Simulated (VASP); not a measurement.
# CuI (Cmcm) in VASP: a series of runs

The runs below take CuI through single point, with r2SCAN.

Everything below comes from runs of VASP 6.6.1. Logs are shortened: lines on timing, memory, paths and dates and some standing lists are left out, and cuts for length are marked.

## (1) The cell of the first run

The structure is orthorhombic, space group Cmcm (No. 63). Conventional cell: a = 7.340 Å, b = 7.296 Å, c = 4.234 Å, α = 90.00°, β = 90.00°, γ = 90.00°. Cu (site symmetry m2m) has 2 Cu at 2.41 Å and 3 I at 2.53 to 2.55 Å within 3.2 Å. Within 3.3 Å of I (site symmetry m2m) lie 3 Cu at 2.53 to 2.55 Å.

## (2) Single point, r2SCAN

Contents of POSCAR:

```
CuI
1.0
    3.6698813371     -3.6481744473      0.0000000000
    3.6698813371      3.6481744473      0.0000000000
    0.0000000000      0.0000000000      4.2339836042
Cu I
2 2
Direct
    0.4204388300      0.5795611700      0.7500000000
    0.5795611700      0.4204388300      0.2500000000
    0.7700426800      0.2299573200      0.7500000000
    0.2299573200      0.7700426800      0.2500000000
```

Contents of INCAR.step1:

```
ALGO = Normal
EDIFF = 1E-4
ENCUT = 520
GGA = PE
ISMEAR = 0
LASPH = T
LCHARG = F
LREAL = F
LWAVE = T
NBANDS = 26
NELM = 60
PREC = Accurate
SIGMA = 0.01
```

Contents of INCAR.step2:

```
ALGO = Normal
EDIFF = 1E-7
ENCUT = 520
ISIF = 2
ISMEAR = 0
ISTART = 1
LASPH = T
LCHARG = F
LMIXTAU = T
LREAL = F
LWAVE = F
METAGGA = R2SCAN
NBANDS = 26
NELM = 60
PREC = Accurate
SIGMA = 0.01
```

Contents of KPOINTS:

```
k-points
0
Gamma
  4 4 6
```

Potentials or basis: VASP PAW PBE potentials, release 64 (Cu, I).

Started as:

```console
$ cat potpaw_PBE.64/Cu/POTCAR potpaw_PBE.64/I/POTCAR > POTCAR
$ cp INCAR.step1 INCAR
$ mpirun -np 1 vasp_std > vasp.out
$ cp INCAR.step2 INCAR
$ mpirun -np 1 vasp_std > vasp.out
```

OUTCAR:

```text
EDIFF = 1E-7
   ENCUT = 520
   ISIF = 2
   ISMEAR = 0
   ISTART = 1
   LASPH = T
   LREAL = F
   METAGGA = R2SCAN
   NELM = 60
   PREC = Accurate

 ion  position               nearest neighbor table
   1  0.420  0.580  0.750-   2 2.41   2 2.41   4 2.53   4 2.53   3 2.55
   2  0.580  0.420  0.250-   1 2.41   1 2.41   3 2.53   3 2.53   4 2.55
   3  0.770  0.230  0.750-   2 2.53   2 2.53   1 2.55
   4  0.230  0.770  0.250-   1 2.53   1 2.53   2 2.55

  LATTYP: Found a base centered orthorhombic cell.
 ALAT       =     7.2963488946
 B/A-ratio  =     1.0059500690
 C/A-ratio  =     0.5802879859

  Lattice vectors:

 A1 = (  -3.6698813371,  -3.6481744473,   0.0000000000)
 A2 = (   3.6698813371,  -3.6481744473,   0.0000000000)
 A3 = (   0.0000000000,   0.0000000000,   4.2339836042)

Analysis of symmetry for initial positions (statically):
=====================================================================
 Subroutine PRICEL returns:
 Original cell was already a primitive cell.

 Routine SETGRP: Setting up the symmetry group for a
 base centered orthorhombic supercell.

 Subroutine GETGRP returns: Found  8 space group operations
 (whereof  4 operations were pure point group operations)
 out of a pool of  8 trial point group operations.

The static configuration has the point symmetry C_2h.
 The point group associated with its full space group is D_2h.

Analysis of symmetry for dynamics (positions and initial velocities):
=====================================================================
 Subroutine PRICEL returns:
 Original cell was already a primitive cell.

 Routine SETGRP: Setting up the symmetry group for a
 base centered orthorhombic supercell.

 Subroutine GETGRP returns: Found  8 space group operations
 (whereof  4 operations were pure point group operations)
 out of a pool of  8 trial point group operations.

The dynamic configuration has the point symmetry C_2h.
 The point group associated with its full space group is D_2h.

 Subroutine INISYM returns: Found  8 space group operations
 (whereof  4 operations are pure point group operations),
 and found     1 'primitive' translations

----------------------------------------------------------------------------------------

                                     Primitive cell

  volume of cell :     113.3723

[... 91 lines left out ...]
   NELM   =     60;   NELMIN=  2; NELMDL=  0     # of ELM steps
   EDIFF  = 0.1E-06   stopping-criterion for ELM
   LREAL  =      F    real-space projection
   EDIFFG = 0.1E-05   stopping-criterion for IOM
   NSW    =      0    number of steps for IOM
   IBRION =     -1    ionic relax: 0-MD 1-quasi-New 2-CG
   NFREE  =      0    steps in history (QN), initial steepest desc. (CG)
   ISIF   =      2    stress and relaxation
   ISYM   =      2    0-nonsym 1-usesym 2-fastsym
   POTIM  = 0.5000    time-step for ionic-motion
   TEBEG  =    0.0;   TEEND  =   0.0 temperature during run
   PSTRESS=    0.0 pullay stress
   NELECT =      36.0000    total number of electrons
   NUPDOWN=      -1.0000    fix difference up-down
   EMIN   =  10.00;   EMAX   =-10.00  energy-range for DOS
   EFERMI =   0.00;   METHOD = LEGACY
   ISMEAR =     0;   SIGMA  =   0.01  broadening in eV -4-tet -1-fermi 0-gaus
   EFERMI_NEDOS =   21; number of points for ismear=-14 and -15
   IALGO  =     38    algorithm
   IMIX   =      4    mixing-type and parameters
     AMIX     =   0.40;   BMIX     =  1.00
     AMIX_MAG =   1.60;   BMIX_MAG =  1.00
  volume/ion in A,a.u.               =      28.34       191.27
  Fermi-wavevector in a.u.,A,eV,Ry     =   1.116881  2.110598 16.972210  1.247422
  Thomas-Fermi vector in A             =   2.253498
   LORBIT       =      0    0 simple, 1 ext, 2 COOP (PROOUT), +10 PAW based schemes
   METAGGA = R2SCAN    functional components
   LHFCALC =     F    Hartree Fock is set to
   AEXX    =    0.0000 exact exchange contribution
   IVDW    =     0    specifies the selected vdW correction
   LEPSILON=     F    determine dielectric tensor
   LRPA    =     F    only Hartree local field effects (RPA)
 non-spin polarized calculation
 Gauss-broadening in eV      SIGMA  =   0.01
  energy-cutoff  :      520.00
  volume of cell :      113.37
 maximum number of plane-waves:      3075
 NGX is ok and might be reduce to    40
   NGX = 19   NGY = 19   NGZ = 15

 number of electron      36.0000025 magnetization

 Free energy of the ion-electron system (eV)
  ---------------------------------------------------
  ext. energy  EPLUGINS =         0.00000000
  ---------------------------------------------------
  free energy    TOTEN  =       -71.32776746 eV

  energy without entropy =      -71.32776746  energy(sigma->0) =      -71.32776746

 E-fermi :   4.3334     XC(G=0):  -9.3045

 val. band max:        4.2468684652   @ k =   0.0000   0.0000   0.0000
 cond. band min:       5.7281100171   @ k =   0.0000   0.0000   0.0000
 fundamental gap:      1.4812415519
 Fermi energy:         4.3333736506

 k-point     1 :       0.0000    0.0000    0.0000
  band No.  band energies     occupation
      1     -10.4217      2.00000
      2      -9.5239      2.00000
      3      -1.8036      2.00000
      4      -0.4266      2.00000
      5      -0.2056      2.00000
      6      -0.1777      2.00000
[... 685 lines left out ...]
     25      13.3885      0.00000
     26      13.3885      0.00000

 [... further k-points ...]

------------------------ aborting loop because EDIFF is reached ----------------------------------------

  FORCE on cell =-STRESS in cart. coord.  units (eV):
  Direction    XX          YY          ZZ          XY          YZ          ZX
  --------------------------------------------------------------------------------------
  -------------------------------------------------------------------------------------
  Total        0.4220732      2.3171510      2.5837302      0.0000000      0.0000000      0.0000000
  in kB        5.9647404     32.7459898     36.5132895      0.0000000      0.0000000      0.0000000
  external PRESSURE =      25.0746733 kB  Pullay stress =       0.0000000 kB

 VOLUME and BASIS-vectors are now :
 -----------------------------------------------------------------------------
  energy-cutoff  :      520.00
  volume of cell :      113.37
      direct lattice vectors                 reciprocal lattice vectors
     3.669881337 -3.648174447  0.000000000     0.136244187 -0.137054850  0.000000000
     3.669881337  3.648174447  0.000000000     0.136244187  0.137054850  0.000000000
     0.000000000  0.000000000  4.233983604     0.000000000  0.000000000  0.236184193

 POSITION                                       TOTAL-FORCE (eV/Angst)
 -----------------------------------------------------------------------------------
      3.66988      0.58051      3.17549         0.000000      0.179065      0.000000
      3.66988     -0.58051      1.05850         0.000000     -0.179065      0.000000
      3.66988     -1.97033      3.17549         0.000000     -0.449281     -0.000000
      3.66988      1.97033      1.05850         0.000000      0.449281      0.000000
 -----------------------------------------------------------------------------------
    total drift:                                0.000000     -0.000000      0.000000

  FREE ENERGIE OF THE ION-ELECTRON SYSTEM (eV)
  ---------------------------------------------------
  free  energy   TOTEN  =       -71.3277674608 eV

  energy  without entropy=      -71.3277674608  energy(sigma->0) =      -71.32776746
```

Wall time 4.1 min (1 thread of Intel Xeon Platinum 8259CL at 2.50GHz (Skylake/Cascade Lake), shared host); peak memory 0.27 GiB.

What came out:

| Property | Result |
| --- | --- |
| Free energy | -71.3278 eV |
| Pressure | 2.5 GPa |
| Largest force | 0.449 eV/Å |
| Band gap on the k mesh | 1.48 eV, direct |

Forces on the atoms (eV/Å):
```
Cu   0.000  0.179  0.000
Cu   0.000 -0.179  0.000
I    0.000 -0.449  0.000
I    0.000  0.449  0.000
```

Caveat: the PAW data sets were made with another functional, which shifts forces and pressure a little; spin-orbit coupling is left out, which moves the levels of the heavy elements. r2SCAN opens gaps a little over a GGA but as a rule still falls short of measured ones.

## (3) Single point, r2SCAN

This run uses another cell than the first one, of 29.24 Å³/atom, 1.032 times its volume.

Contents of POSCAR:

```
CuI
1.0
    3.7081120190     -3.6861789996      0.0000000000
    3.7081120190      3.6861789996      0.0000000000
    0.0000000000      0.0000000000      4.2780907744
Cu I
2 2
Direct
    0.4204388300      0.5795611700      0.7500000000
    0.5795611700      0.4204388300      0.2500000000
    0.7700426800      0.2299573200      0.7500000000
    0.2299573200      0.7700426800      0.2500000000
```

Contents of INCAR.step1:

```
PREC = Accurate ; ENCUT = 520
ISMEAR = 0 ; SIGMA = 0.01
LREAL = False ; LASPH = True
NELM = 100 ; NBANDS = 26
GGA = PE ; ALGO = Normal
EDIFF = 1E-4 ; LWAVE = True
LCHARG = False
```

Contents of INCAR.step2:

```
PREC = Accurate ; ENCUT = 520
EDIFF = 1E-6 ; ISMEAR = 0
SIGMA = 0.01 ; LREAL = False
LASPH = True ; NELM = 100
ALGO = Normal ; ISIF = 2
LWAVE = False ; LCHARG = False
METAGGA = R2SCAN ; LMIXTAU = True
NBANDS = 26 ; ISTART = 1
```

Contents of KPOINTS:

```
Automatic mesh
0
Gamma
  4 4 6
```

Potentials or basis: VASP PAW PBE potentials, release 64 (Cu, I).

Started as:

```console
$ cat potpaw_PBE.64/Cu/POTCAR potpaw_PBE.64/I/POTCAR > POTCAR
$ cp INCAR.step1 INCAR
$ mpirun -np 1 vasp_std > vasp.out
$ cp INCAR.step2 INCAR
$ mpirun -np 1 vasp_std > vasp.out
```

Run time: 3.6 min. Hardware: 1 thread of Intel Xeon Platinum 8259CL at 2.50GHz (Skylake/Cascade Lake), shared host; peak memory 0.27 GiB.

It converged, with:

```yaml
Free_energy: -71.3671 eV
Pressure: 1.0 GPa
Largest_force: 0.164 eV/Å
Band_gap_on_the_k_mesh: 1.44 eV, direct
```

Forces on the atoms (eV/Å):
```
Cu   0.000  0.108  0.000
Cu   0.000 -0.108  0.000
I    0.000 -0.164  0.000
I    0.000  0.164  0.000
```

Stress tensor (GPa, compression positive):
```
0.27 0.00 0.00
0.00 1.27 0.00
0.00 0.00 1.39
```

Levels at points of the mesh, in eV from the valence-band top:
```
           k point  band 14  band 15  band 16  band 17  band 18  band 19  band 20  band 21  band 22  band 23
(0.00, 0.00, 0.00)    -1.96    -1.90    -1.59    -0.94     0.00     1.44     1.86     2.73     4.98     5.42
(0.50, 0.00, 0.00)    -1.99    -1.88    -1.48    -1.39    -0.40     3.09     3.33     3.85     4.29     5.84
(0.50, 0.50, 0.00)    -2.05    -1.88    -1.17    -0.77    -0.21     2.06     3.18     4.55     5.25     5.70
(0.00, 0.00, 0.50)    -2.04    -1.89    -1.89    -1.73    -1.73     4.05     4.05     4.08     4.08     6.24
(0.50, 0.00, 0.50)    -2.07    -1.90    -1.90    -1.48    -1.48     2.48     2.48     3.74     3.74     7.80
(0.50, 0.50, 0.50)    -2.12    -1.86    -1.86    -1.72    -1.72     4.40     4.40     4.89     4.89     7.06
```

Caveat: the PAW data sets were made with another functional, which shifts forces and pressure a little; spin-orbit coupling is left out, which moves the levels of the heavy elements. r2SCAN opens gaps a little over a GGA but as a rule still falls short of measured ones.

## (4) Single point, r2SCAN

This run uses another cell than the first one, of 30.13 Å³/atom, 1.063 times its volume.

Contents of POSCAR:

```
CuI
1.0
    3.7455702312     -3.7234156512      0.0000000000
    3.7455702312      3.7234156512      0.0000000000
    0.0000000000      0.0000000000      4.3213067375
Cu I
2 2
Direct
    0.4204388300      0.5795611700      0.7500000000
    0.5795611700      0.4204388300      0.2500000000
    0.7700426800      0.2299573200      0.7500000000
    0.2299573200      0.7700426800      0.2500000000
```

INCAR.step1: that of step 3 with these lines changed.

```diff
@@ -3,3 +3,3 @@
 LREAL = False ; LASPH = True
-NELM = 100 ; NBANDS = 26
+NELM = 60 ; NBANDS = 26
 GGA = PE ; ALGO = Normal
```

Contents of INCAR.step2:

```
PREC = Accurate ; ENCUT = 520
EDIFF = 1E-7 ; ISMEAR = 0
SIGMA = 0.01 ; LREAL = False
LASPH = True ; NELM = 60
ALGO = Normal ; ISIF = 2
LWAVE = False ; LCHARG = False
METAGGA = R2SCAN ; LMIXTAU = True
NBANDS = 26 ; ISTART = 1
```

Contents of KPOINTS:

```
regular mesh
0
Gamma
  4 4 6
```

Started as:

```console
$ cat potpaw_PBE.64/Cu/POTCAR potpaw_PBE.64/I/POTCAR > POTCAR
$ cp INCAR.step1 INCAR
$ mpirun -np 1 vasp_std > vasp.out
$ cp INCAR.step2 INCAR
$ mpirun -np 1 vasp_std > vasp.out
```

It took 4.1 min on 1 thread of Intel Xeon Platinum 8259CL at 2.50GHz (Skylake/Cascade Lake), shared host; peak memory 0.27 GiB.

It converged, with:

```
Free energy            : -71.3750 eV
Pressure               : -0.3 GPa
Largest force          : 0.086 eV/Å
Band gap on the k mesh : 1.39 eV, direct
```

Forces in eV/Å, atoms in the order of the input:
```
Cu   0.000  0.037  0.000
Cu   0.000 -0.037  0.000
I    0.000  0.086  0.000
I    0.000 -0.086  0.000
```

Stress tensor (GPa, compression positive):
```
 0.01  0.00  0.00
 0.00 -0.41  0.00
 0.00  0.00 -0.50
```

Levels at points of the mesh, in eV from the valence-band top:
```tsv
k point	band 16	band 17	band 18	band 19	band 20	band 21
(0.00, 0.00, 0.00)	-1.50	-0.89	0.00	1.39	2.00	2.75
(0.50, 0.00, 0.00)	-1.41	-1.31	-0.36	3.10	3.24	3.84
(0.50, 0.50, 0.00)	-1.13	-0.74	-0.19	2.03	3.15	4.58
(0.00, 0.00, 0.50)	-1.77	-1.64	-1.64	3.98	3.98	4.13
(0.50, 0.00, 0.50)	-1.78	-1.41	-1.41	2.50	2.50	3.81
(0.50, 0.50, 0.50)	-1.75	-1.63	-1.63	4.29	4.29	4.90
```

Caveat: the PAW data sets were made with another functional, which shifts forces and pressure a little; spin-orbit coupling is left out, which moves the levels of the heavy elements.

## (5) Summary

| cell | gap on the mesh (eV) | pressure (GPa) | largest force (eV/Å) |
| --- | --- | --- | --- |
| a = 5.175, b = 5.175, c = 4.234 Å, angles 90.0, 90.0, 89.7°, 4 atoms | 1.48 | 2.5 | 0.45 |
| a = 5.229, b = 5.229, c = 4.278 Å, angles 90.0, 90.0, 89.7°, 4 atoms | 1.44 | 1.0 | 0.16 |
| a = 5.281, b = 5.281, c = 4.321 Å, angles 90.0, 90.0, 89.7°, 4 atoms | 1.39 | -0.3 | 0.09 |

Alike in all rows: task single point; level r2SCAN; potentials or basis VASP PAW PBE potentials, release 64 (Cu, I); no spin polarisation; k mesh 4 × 4 × 6; cutoff (eV) 520; smearing gaussian 0.01 eV.

Caveats: the PAW data sets were made with another functional, which shifts forces and pressure a little; spin-orbit coupling is left out, which moves the levels of the heavy elements.

Total energies depend on the potentials used, so only differences within one code and one set of settings carry meaning.
